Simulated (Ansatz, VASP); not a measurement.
**SiGe: VASP beside Ansatz**

The input INCAR:

```
SYSTEM = SiGe
  PREC = Accurate
  ENCUT = 520
  EDIFF = 1E-7
  ISMEAR = 0
  SIGMA = 0.03
  LREAL = .FALSE.
  LASPH = .TRUE.
  NELM = 60
  ALGO = Normal
  ISIF = 2
  LWAVE = .FALSE.
  LCHARG = .TRUE.
  GGA = PS
  LELF = .TRUE.
  LVHAR = .TRUE.
  NBANDS = 26
```

File KPOINTS:

```
regular mesh
0
G
  12 12 6
  0 0 0
```

Contents of POSCAR:

```
SiGe
1.0
    3.9044512986      0.0000000000      0.0000000000
   -1.9522256493      3.3813540124      0.0000000000
    0.0000000000      0.0000000000      6.4507830000
Si Ge
2 2
Direct
    0.6666666667      0.3333333333      0.8358520148
    0.3333333333      0.6666666667      0.3358520148
    0.6666666667      0.3333333333      0.5003920000
    0.3333333333      0.6666666667      0.0003920000
```

Input for Ansatz:

```yaml
crystal:
  lattice:
    - [3.9044512986, 0.0, 0.0]
    - [-1.9522256493, 3.3813540124, 0.0]
    - [0.0, 0.0, 6.450783]
  atoms:
    - { symbol: Si, position: [0.6666666667, 0.3333333333, 0.8358520148] }
    - { symbol: Si, position: [0.3333333333, 0.6666666667, 0.3358520148] }
    - { symbol: Ge, position: [0.6666666667, 0.3333333333, 0.500392] }
    - { symbol: Ge, position: [0.3333333333, 0.6666666667, 0.000392] }
basis:
  ecutwfc: 420
kpoints:
  mp_grid: { grid: [12, 12, 6] }
hamiltonian:
  xc: pbesol
scf:
  occupations: { method: gaussian, width: 0.03 }
output:
  forces: true
  stress: true
  eigenvalues: true
```

Change from the starting cell: all Si atoms moved -0.250 Å, as atom 1 along Cartesian [0 0 1].

Alike in both runs: task single point; functional PBEsol; k mesh 12 × 12 × 6; occupations gaussian, width 0.03 eV; no spin polarisation.

```csv
,VASP,Ansatz
version,VASP 6.6.1,Ansatz 0.2.0
potentials or method,"VASP PAW PBE potentials, release 64 (Si, Ge_d), cutoff 520 eV","scalar-relativistic, plane waves, PAW"
valence electrons in the cell,36,36
```

|  | VASP | Ansatz | Ansatz less VASP |
| --- | --- | --- | --- |
| gap on the k mesh at the Fermi level (eV) | none | none | - |
| pressure (GPa) | 1.9 | 2.0 | +0.05 |
| traceless stress, the component that is largest in VASP (GPa) | 13.30 | 13.37 | +0.069 |
| rms of the force components (eV/Å) | 2.330 | 2.337 | +0.0064 |

VASP's potentials were made for PBE, not for PBEsol. Atom by atom the forces differ by 0.006 eV/Å (rms over components). A gap of «none» marks a metal or a gap that the smearing closes.
